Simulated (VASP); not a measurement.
# Cd2O3 (P-3m1) in VASP: a series of runs

Cd2O3 is run at these levels: r2SCAN; tasks: relaxation of cell and atoms, single point.

Program: VASP 6.6.1. These are calculated values, not measurements. Logs are shortened: lines on timing, memory, paths and dates and some standing lists are left out, and cuts for length are marked.

### Step 1. The cell of the first run

It takes space group P-3m1 (No. 164, trigonal). The conventional cell has a = 3.710 Å, b = 3.710 Å, c = 5.772 Å, α = 90.00°, β = 90.00°, γ = 120.00°. Within 3.0 Å of Cd (site symmetry 3m) lie 7 O at 2.23 to 2.57 Å. O (site symmetry -3m) has 6 Cd at 2.57 Å and 6 O at 2.96 Å within 3.4 Å. O (site symmetry 3m) has 4 Cd at 2.23 to 2.31 Å and 6 O at 2.72 to 2.96 Å within 3.0 Å.

### Step 2. Relaxation of cell and atoms, r2SCAN

The input, POSCAR:

```
Cd2O3
1.0
    3.7098359212      0.0000000000      0.0000000000
   -1.8549179606      3.2128121517      0.0000000000
    0.0000000000      0.0000000000      5.7719020805
Cd O
2 3
Direct
    0.3333333333      0.6666666667      0.2450000000
    0.6666666667      0.3333333333      0.7550000000
    0.0000000000      0.0000000000      0.0000000000
    0.3333333333      0.6666666667      0.6450000000
    0.6666666667      0.3333333333      0.3550000000
```

The input, INCAR.step1:

```
ALGO     = Normal         # electronic algorithm
EDIFF    = 1E-4           # SCF threshold, eV
ENCUT    = 600            # plane-wave cutoff, eV
GGA      = PE             # functional
ISMEAR   = 0              # smearing method
LASPH    = T              # aspherical terms in the spheres
LCHARG   = F              # write CHGCAR
LREAL    = F              # projectors in reciprocal space
LWAVE    = T              # write WAVECAR
NELM     = 100            # most SCF steps
PREC     = Accurate       # precision mode
SIGMA    = 0.1            # smearing width, eV
```

The input, INCAR.step2:

```
ALGO     = Normal         # electronic algorithm
EDIFF    = 1E-7           # SCF threshold, eV
EDIFFG   = -0.04          # ionic threshold
ENCUT    = 600            # plane-wave cutoff, eV
IBRION   = 2              # ionic algorithm
ISIF     = 3              # what is computed and relaxed
ISMEAR   = 0              # smearing method
ISTART   = 1            
LASPH    = T              # aspherical terms in the spheres
LCHARG   = F              # write CHGCAR
LMIXTAU  = T            
LREAL    = F              # projectors in reciprocal space
LWAVE    = F              # write WAVECAR
METAGGA  = R2SCAN         # meta-GGA
NELM     = 100            # most SCF steps
NSW      = 90             # ionic steps
PREC     = Accurate       # precision mode
SIGMA    = 0.1            # smearing width, eV
```

The input, KPOINTS:

```
k-points
0
Gamma
  6 6 4
```

Potentials or basis: VASP PAW PBE potentials, release 64 (Cd, O).

Started as:

```
$ cat potpaw_PBE.64/Cd/POTCAR potpaw_PBE.64/O/POTCAR > POTCAR
$ cp INCAR.step1 INCAR
$ mpirun -np 1 vasp_std > vasp.out
$ cp INCAR.step2 INCAR
$ mpirun -np 1 vasp_std > vasp.out
```

OUTCAR:

```text
EDIFF = 1E-7
   EDIFFG = -0.04
   ENCUT = 600
   IBRION = 2
   ISIF = 3
   ISMEAR = 0
   ISTART = 1
   LASPH = T
   LREAL = F
   METAGGA = R2SCAN
   NELM = 100
   NSW = 90
   PREC = Accurate

 ion  position               nearest neighbor table
   1  0.333  0.667  0.245-   5 2.23   5 2.23   5 2.23   4 2.31   3 2.57   3 2.57   3 2.57   2 3.55
                             2 3.55   2 3.55   2 3.64   2 3.64   2 3.64
   2  0.667  0.333  0.755-   4 2.23   4 2.23   4 2.23   5 2.31   3 2.57   3 2.57   3 2.57   1 3.55
                             1 3.55   1 3.55   1 3.64   1 3.64   1 3.64
   3  0.000  0.000  0.000-   1 2.57   2 2.57   2 2.57   1 2.57   2 2.57   1 2.57
   4  0.333  0.667  0.645-   2 2.23   2 2.23   2 2.23   1 2.31
   5  0.667  0.333  0.355-   1 2.23   1 2.23   1 2.23   2 2.31

  LATTYP: Found a hexagonal cell.
 ALAT       =     3.7098359212
 C/A-ratio  =     1.5558375635

  Lattice vectors:

 A1 = (   3.7098359212,   0.0000000000,   0.0000000000)
 A2 = (  -1.8549179606,   3.2128121517,   0.0000000000)
 A3 = (   0.0000000000,   0.0000000000,   5.7719020805)

Analysis of symmetry for initial positions (statically):
=====================================================================
 Subroutine PRICEL returns:
 Original cell was already a primitive cell.

 Routine SETGRP: Setting up the symmetry group for a
 hexagonal supercell.

 Subroutine GETGRP returns: Found 12 space group operations
 (whereof 12 operations were pure point group operations)
 out of a pool of 24 trial point group operations.

The static configuration has the point symmetry D_3d.

Analysis of symmetry for dynamics (positions and initial velocities):
=====================================================================
 Subroutine PRICEL returns:
 Original cell was already a primitive cell.

 Routine SETGRP: Setting up the symmetry group for a
 hexagonal supercell.

 Subroutine GETGRP returns: Found 12 space group operations
 (whereof 12 operations were pure point group operations)
 out of a pool of 24 trial point group operations.

The dynamic configuration has the point symmetry D_3d.

 Subroutine INISYM returns: Found 12 space group operations
 (whereof 12 operations are pure point group operations),
 and found     1 'primitive' translations

----------------------------------------------------------------------------------------

                                     Primitive cell

  volume of cell :      68.7953

  direct lattice vectors                    reciprocal lattice vectors
     3.709835921  0.000000000  0.000000000     0.269553700  0.155626901  0.000000000
    -1.854917961  3.212812152  0.000000000     0.000000000  0.311253803  0.000000000
     0.000000000  0.000000000  5.771902081     0.000000000  0.000000000  0.173253112

  length of vectors
     3.709835921  3.709835921  5.771902081     0.311253803  0.311253803  0.173253112

  position of ions in fractional coordinates (direct lattice)
     0.333333333  0.666666667  0.245000000
     0.666666667  0.333333333  0.755000000
     0.000000000  0.000000000  0.000000000
     0.333333333  0.666666667  0.645000000
     0.666666667  0.333333333  0.355000000

  ion indices of the primitive-cell ions
   primitive index   ion index
                 1           1
                 2           2
                 3           3
                 4           4
                 5           5

----------------------------------------------------------------------------------------

 KPOINTS: k-points

Automatic generation of k-mesh.
 Grid dimensions read from file:
 generate k-points for:    6    6    4

 Generating k-lattice:

  Cartesian coordinates                     Fractional coordinates (reciprocal lattice)
     0.044925617  0.025937817  0.000000000     0.166666667 -0.000000000  0.000000000
     0.000000000  0.051875634  0.000000000     0.000000000  0.166666667  0.000000000
     0.000000000  0.000000000  0.043313278     0.000000000  0.000000000  0.250000000

  Length of vectors
     0.051875634  0.051875634  0.043313278

  Shift w.r.t. Gamma in fractional coordinates (k-lattice)
     0.000000000  0.000000000  0.000000000

 Subroutine IBZKPT returns following result:
 ===========================================

 Found     24 irreducible k-points:

 Following reciprocal coordinates:
            Coordinates               Weight
  0.000000  0.000000  0.000000      1.000000
  0.166667  0.000000  0.000000      6.000000
  0.333333  0.000000  0.000000      6.000000
  0.500000  0.000000  0.000000      3.000000
  0.166667  0.166667  0.000000      6.000000
  0.333333  0.166667  0.000000     12.000000
[... 16 lines left out ...]
  0.333333  0.166667  0.500000     12.000000
  0.333333  0.333333  0.500000      2.000000
   k-points           NKPTS =     24   k-points in BZ     NKDIM =     24   number of bands    NBANDS=     25
   number of dos      NEDOS =    301   number of ions     NIONS =      5
   total plane-waves  NPLWV =  43200
   dimension x,y,z NGX =    30 NGY =   30 NGZ =   48
   dimension x,y,z NGXF=    60 NGYF=   60 NGZF=   96
   ions per type =               2   3
   NGX,Y,Z   is equivalent  to a cutoff of  13.44, 13.44, 13.83 a.u.
   NGXF,Y,Z  is equivalent  to a cutoff of  26.89, 26.89, 27.65 a.u.
 SYSTEM =  unknown system
   PREC   = accura    normal or accurate (medium, high low for compatibility)
   ISTART =      1    job   : 0-new  1-cont  2-samecut
   ICHARG =      0    charge: 1-file 2-atom 10-const
   ISPIN  =      1    spin polarized calculation?
   LNONCOLLINEAR =      F non collinear calculations
   LSORBIT =      F    spin-orbit coupling
   LASPH  =      T    aspherical Exc in radial PAW
   ENCUT  =  600.0 eV  44.10 Ry    6.64 a.u.   7.41  7.41 11.53*2*pi/ulx,y,z
   NELM   =    100;   NELMIN=  2; NELMDL=  0     # of ELM steps
   EDIFF  = 0.1E-06   stopping-criterion for ELM
   LREAL  =      F    real-space projection
   EDIFFG = -.4E-01   stopping-criterion for IOM
   NSW    =     90    number of steps for IOM
   IBRION =      2    ionic relax: 0-MD 1-quasi-New 2-CG
   NFREE  =      1    steps in history (QN), initial steepest desc. (CG)
   ISIF   =      3    stress and relaxation
   ISYM   =      2    0-nonsym 1-usesym 2-fastsym
   POTIM  = 0.5000    time-step for ionic-motion
   TEBEG  =    0.0;   TEEND  =   0.0 temperature during run
   PSTRESS=    0.0 pullay stress
   NELECT =      42.0000    total number of electrons
   NUPDOWN=      -1.0000    fix difference up-down
   EMIN   =  10.00;   EMAX   =-10.00  energy-range for DOS
   EFERMI =   0.00;   METHOD = LEGACY
   ISMEAR =     0;   SIGMA  =   0.10  broadening in eV -4-tet -1-fermi 0-gaus
   EFERMI_NEDOS =   21; number of points for ismear=-14 and -15
   IALGO  =     38    algorithm
   IMIX   =      4    mixing-type and parameters
     AMIX     =   0.40;   BMIX     =  1.00
     AMIX_MAG =   1.60;   BMIX_MAG =  1.00
  volume/ion in A,a.u.               =      13.76        92.85
  Fermi-wavevector in a.u.,A,eV,Ry     =   1.388795  2.624443 26.242273  1.928753
  Thomas-Fermi vector in A             =   2.512887
   LORBIT       =      0    0 simple, 1 ext, 2 COOP (PROOUT), +10 PAW based schemes
   METAGGA = R2SCAN    functional components
   LHFCALC =     F    Hartree Fock is set to
   AEXX    =    0.0000 exact exchange contribution
   IVDW    =     0    specifies the selected vdW correction
   LEPSILON=     F    determine dielectric tensor
   LRPA    =     F    only Hartree local field effects (RPA)
 conjugate gradient relaxation of ions
 non-spin polarized calculation
 Gauss-broadening in eV      SIGMA  =   0.10
  energy-cutoff  :      600.00
  volume of cell :       68.80
 maximum number of plane-waves:      2352
 NGX is ok and might be reduce to    30
   NGX = 15   NGY = 15   NGZ = 23

--------------------------------------- Ionic step        1  -------------------------------------------

 number of electron      42.0000012 magnetization

 Free energy of the ion-electron system (eV)
  ---------------------------------------------------
  ext. energy  EPLUGINS =         0.00000000
  ---------------------------------------------------
  free energy    TOTEN  =       -60.40015781 eV

  energy without entropy =      -60.33913254  energy(sigma->0) =      -60.36964517

------------------------ aborting loop because EDIFF is reached ----------------------------------------

  FORCE on cell =-STRESS in cart. coord.  units (eV):
  Direction    XX          YY          ZZ          XY          YZ          ZX
  --------------------------------------------------------------------------------------
  -------------------------------------------------------------------------------------
  Total       -2.7065596     -2.7065596     -1.6734004     -0.0000000     -0.0000000      0.0000000
  in kB      -63.0331746    -63.0331746    -38.9718887     -0.0000000     -0.0000000      0.0000000
  external PRESSURE =     -55.0127459 kB  Pullay stress =       0.0000000 kB

 VOLUME and BASIS-vectors are now :
 -----------------------------------------------------------------------------
  energy-cutoff  :      600.00
  volume of cell :       68.80
      direct lattice vectors                 reciprocal lattice vectors
     3.709835921  0.000000000  0.000000000     0.269553700  0.155626901  0.000000000
    -1.854917961  3.212812152  0.000000000     0.000000000  0.311253803  0.000000000
     0.000000000  0.000000000  5.771902081     0.000000000  0.000000000  0.173253112
[... 274 lines left out ...]
 POSITION                                       TOTAL-FORCE (eV/Angst)
 -----------------------------------------------------------------------------------
     -0.00000      2.08000      1.31325        -0.000000      0.000000     -0.004902
      1.80133      1.04000      4.43179         0.000000     -0.000000      0.004902
     -0.00000      0.00000      0.00000        -0.000000     -0.000000      0.000000
     -0.00000      2.08000      3.75250         0.000000      0.000000     -0.044218
      1.80133      1.04000      1.99254        -0.000000     -0.000000      0.044218
 -----------------------------------------------------------------------------------
    total drift:                               -0.000000      0.000000     -0.000000

  FREE ENERGIE OF THE ION-ELECTRON SYSTEM (eV)
  ---------------------------------------------------
  free  energy   TOTEN  =       -60.5432395389 eV

  energy  without entropy=      -60.4862073117  energy(sigma->0) =      -60.51472343

--------------------------------------- Ionic step        9  -------------------------------------------

 number of electron      41.9999989 magnetization

 Free energy of the ion-electron system (eV)
  ---------------------------------------------------
  ext. energy  EPLUGINS =         0.00000000
  ---------------------------------------------------
  free energy    TOTEN  =       -60.54434094 eV

  energy without entropy =      -60.48836972  energy(sigma->0) =      -60.51635533

 E-fermi :   0.5811     XC(G=0): -11.8142

 val. band max:        0.5711991948   @ k =   0.3333   0.0000   0.2500
 cond. band min:       0.5861597152   @ k =   0.1667   0.0000   0.2500
 fundamental gap:      0.0149605204
 Fermi energy:         0.5810996690

 k-point     1 :       0.0000    0.0000    0.0000
  band No.  band energies     occupation
      1     -17.8482      2.00000
      2     -16.6913      2.00000
      3     -16.6386      2.00000
      4      -6.6931      2.00000
      5      -6.6931      2.00000
      6      -6.5218      2.00000
[... 17 lines left out ...]
     24       8.0797      0.00000
     25       8.4377      0.00000
[... 664 lines left out ...]
 POSITION                                       TOTAL-FORCE (eV/Angst)
 -----------------------------------------------------------------------------------
     -0.00000      2.07697      1.31603         0.000000      0.000000     -0.012212
      1.79871      1.03848      4.44348        -0.000000     -0.000000      0.012212
      3.59741      0.00000      0.00000        -0.000000     -0.000000      0.000000
     -0.00000      2.07697      3.75682        -0.000000      0.000000     -0.032170
      1.79871      1.03848      2.00269         0.000000     -0.000000      0.032170
 -----------------------------------------------------------------------------------
    total drift:                               -0.000000      0.000000      0.000000

  FREE ENERGIE OF THE ION-ELECTRON SYSTEM (eV)
  ---------------------------------------------------
  free  energy   TOTEN  =       -60.5443409381 eV

  energy  without entropy=      -60.4883697239  energy(sigma->0) =      -60.51635533

 reached required accuracy - stopping structural energy minimisation
```

Wall time 11 min (1 thread of Intel Xeon 6975P-C (Granite Rapids), shared host); peak memory 0.25 GiB.

Results:

| Quantity | Value |
| --- | --- |
| Free energy | -60.5443 eV |
| Relaxed volume | 12.91 Å³/atom |
| Relaxed cell | a = 3.597 Å, b = 3.597 Å, c = 5.760 Å, α = 90.00°, β = 90.00°, γ = 120.00° |
| Space group after relaxing (to 0.05 Å) | P-3m1 (No. 164) |
| Energy gained by relaxing | 28.8 meV/atom |
| Ionic steps | 9 |
| Pressure after relaxing | -0.2 GPa |
| Largest force after relaxing | 0.032 eV/Å |
| Band gap on the k mesh | zero (band 21 reaches 0.70 eV, above the bottom of band 22 at 0.47 eV) |

Forces in eV/Å, atoms in the order of the input:
```
Cd   0.000  0.000 -0.012
Cd   0.000  0.000  0.012
O    0.000  0.000  0.000
O    0.000  0.000 -0.032
O    0.000  0.000  0.032
```

The path:
| step | energy change (eV) | largest force (eV/Å) | pressure (GPa) | volume (Å³) |
| --- | --- | --- | --- | --- |
| 1 | 0.0000 | 0.3905 | -5.50 | 68.80 |
| 2 | -0.0904 | 0.6330 | 2.02 | 64.20 |
| 3 | -0.0916 | 0.6052 | 1.16 | 64.64 |
| 4 | -0.1263 | 0.3407 | 0.69 | 64.46 |
| 5 | -0.1421 | 0.0790 | 0.45 | 64.20 |
| 6 | -0.1422 | 0.0714 | 0.46 | 64.22 |
| 7 | -0.1430 | 0.0390 | -0.42 | 64.64 |
| 8 | -0.1431 | 0.0442 | -0.28 | 64.58 |
| 9 | -0.1442 | 0.0322 | -0.24 | 64.55 |

Final structure:
```cif
data_structure
_symmetry_space_group_name_H-M 'P 1'
_symmetry_Int_Tables_number 1
_cell_length_a 3.5974
_cell_length_b 3.5974
_cell_length_c 5.7595
_cell_angle_alpha 90.000
_cell_angle_beta 90.000
_cell_angle_gamma 120.000
_cell_volume 64.55
loop_
_atom_site_label
_atom_site_type_symbol
_atom_site_fract_x
_atom_site_fract_y
_atom_site_fract_z
_atom_site_occupancy
Cd1 Cd 0.33333 0.66667 0.22850 1
Cd2 Cd 0.66667 0.33333 0.77150 1
O1 O 0.00000 0.00000 0.00000 1
O2 O 0.33333 0.66667 0.65228 1
O3 O 0.66667 0.33333 0.34772 1
```

Levels at points of the mesh, in eV from the Fermi level:
| k point | band 17 | band 18 | band 19 | band 20 | band 21 | band 22 | band 23 | band 24 | band 25 |
| --- | --- | --- | --- | --- | --- | --- | --- | --- | --- |
| (0.00, 0.00, 0.00) | -1.17 | -0.62 | -0.62 | -0.29 | 0.11 | 0.11 | 2.46 | 7.50 | 7.86 |
| (0.50, 0.00, 0.00) | -2.86 | -1.07 | -0.76 | -0.73 | -0.09 | 0.01 | 6.43 | 7.49 | 8.87 |
| (0.00, 0.00, 0.50) | -1.46 | -1.18 | -0.16 | -0.16 | -0.07 | -0.07 | 4.15 | 5.61 | 8.52 |
| (0.50, 0.00, 0.50) | -2.26 | -1.57 | -1.45 | -0.39 | 0.12 | 0.23 | 6.60 | 7.65 | 8.63 |

Caveat: the PAW data sets were made with another functional, which shifts forces and pressure a little.

### Step 3. Single point, r2SCAN

POSCAR is that of step 2.

The input, INCAR.step1:

```
PREC = Accurate
ENCUT = 520
ISMEAR = 0
SIGMA = 0.1
LREAL = False
LASPH = True
NELM = 100
NBANDS = 29
GGA = PE
ALGO = Normal
EDIFF = 1E-4
LWAVE = True
LCHARG = False
```

The input, INCAR.step2:

```
PREC = Accurate
ENCUT = 520
EDIFF = 1E-7
ISMEAR = 0
SIGMA = 0.1
LREAL = False
LASPH = True
NELM = 100
ALGO = Normal
ISIF = 2
LWAVE = False
LCHARG = False
METAGGA = R2SCAN
LMIXTAU = True
NBANDS = 29
ISTART = 1
```

The input, KPOINTS:

```
Automatic mesh
0
Gamma
  6 6 4
```

Potentials or basis: VASP PAW PBE potentials, release 64 (Cd, O).

Started as:

```
$ cat potpaw_PBE.64/Cd/POTCAR potpaw_PBE.64/O/POTCAR > POTCAR
$ cp INCAR.step1 INCAR
$ mpirun -np 1 vasp_std > vasp.out
$ cp INCAR.step2 INCAR
$ mpirun -np 1 vasp_std > vasp.out
```

Run time: 93 s. Hardware: 1 thread of Intel Xeon 6975P-C (Granite Rapids), shared host; peak memory 0.21 GiB.

Results (log left out):

| Property | Result |
| --- | --- |
| Free energy | -60.3942 eV |
| Pressure | -5.3 GPa |
| Largest force | 0.390 eV/Å |
| Band gap on the k mesh | zero (band 21 reaches 0.17 eV, above the bottom of band 22 at -0.07 eV) |

Forces on the atoms (eV/Å):
```
Cd   0.000  0.000 -0.370
Cd   0.000  0.000  0.370
O    0.000  0.000  0.000
O    0.000  0.000  0.390
O    0.000  0.000 -0.390
```

Stress tensor (GPa, compression positive):
```
-6.10  0.00  0.00
 0.00 -6.10  0.00
 0.00  0.00 -3.70
```

Levels at points of the mesh, in eV from the Fermi level:
```
           k point  band 19  band 20  band 21  band 22  band 23  band 24
(0.00, 0.00, 0.00)    -0.76    -0.31    -0.04    -0.04     2.19     7.21
(0.50, 0.00, 0.00)    -0.76    -0.65    -0.13     0.15     6.08     6.97
(0.00, 0.00, 0.50)    -0.29    -0.29    -0.14    -0.14     3.98     5.22
(0.50, 0.00, 0.50)    -1.25    -0.27     0.10     0.11     6.23     7.21
```

Caveat: the PAW data sets were made with another functional, which shifts forces and pressure a little.
